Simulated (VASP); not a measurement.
A run of VASP 6.6.1:

POSCAR

```
TiN
1.0
    0.0000000000      2.1162573850      2.1162573850
    2.1162573850      0.0000000000      2.1162573850
    2.1162573850      2.1162573850      0.0000000000
Ti N
1 1
Direct
    0.5000000000      0.5000000000      0.5000000000
    0.0000000000      0.0000000000      0.0000000000
```

File INCAR.step1:

```
ALGO = Normal
EDIFF = 1E-4
ENCUT = 520
GGA = PE
ISMEAR = 0
ISPIN = 2
LASPH = True
LCHARG = False
LMAXMIX = 4
LREAL = False
LWAVE = True
MAGMOM = 0.5 0
NBANDS = 20
NELM = 150
PREC = Accurate
SIGMA = 0.05
```

INCAR.step2

```
ALGO = Normal
EDIFF = 1E-6
ENCUT = 520
ISIF = 2
ISMEAR = 0
ISPIN = 2
ISTART = 1
LASPH = True
LCHARG = False
LMAXMIX = 4
LMIXTAU = True
LORBIT = 11
LREAL = False
LWAVE = False
MAGMOM = 0.5 0
METAGGA = R2SCAN
NBANDS = 20
NELM = 150
PREC = Accurate
SIGMA = 0.05
```

Contents of KPOINTS:

```
k-points
0
Gamma
  14 14 14
```

Potentials or basis: VASP PAW PBE potentials, release 64 (Ti_sv, N).

Command:

```sh
$ cat potpaw_PBE.64/Ti_sv/POTCAR potpaw_PBE.64/N/POTCAR > POTCAR
$ cp INCAR.step1 INCAR
$ mpirun -np 1 vasp_std > vasp.out
$ cp INCAR.step2 INCAR
$ mpirun -np 1 vasp_std > vasp.out
```

Hardware: 1 thread of AMD EPYC 9R45 96-Core Processor (Zen 5), on a shared host.

Q: How long does it take, and how much memory?

A: Run time: 3.9 min on 1 thread of AMD EPYC 9R45 96-Core Processor (Zen 5), with other jobs on the host, peak memory 0.17 GiB. Counts: k points 104.
